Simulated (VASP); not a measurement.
The system is MnHg.

```
Mn Hg
1.0
     3.28800    0.00000    0.00000
     0.00000    3.28800    0.00000
     0.00000    0.00000    3.31300
Mn Hg
1 1
Cartesian
  1.6440 1.6440 1.6565
  0.0000 0.0000 0.0000
```

Base run:

```yaml
Program: VASP 6.6.1
Functional: PBE
Potentials_or_basis: VASP PAW PBE potentials, release 64 (Mn_pv, Hg)
Cutoff: 520 eV
k_mesh: 12 × 12 × 12
Occupations: gaussian, width 0.1 eV
Spin: collinear spin, ferrimagnetic start
Starting_moments: "[4.14, -0.04] μB"
Fixed_moment: 3.75 μB
```

Its results: pressure 1.3 GPa; site moments Mn +3.72; Hg -0.07 μB.

The run is repeated on the same cell with these changes: fixed moment from 3.75 μB to 0.62 μB; moments at the start from [4.14, -0.04] to [0.78, -0.04]. What comes out?

Pressure -12.5 GPa; site moments Mn +0.70; Hg -0.04 μB.

Caveats: the total moment is fixed, so each spin has its own Fermi level.
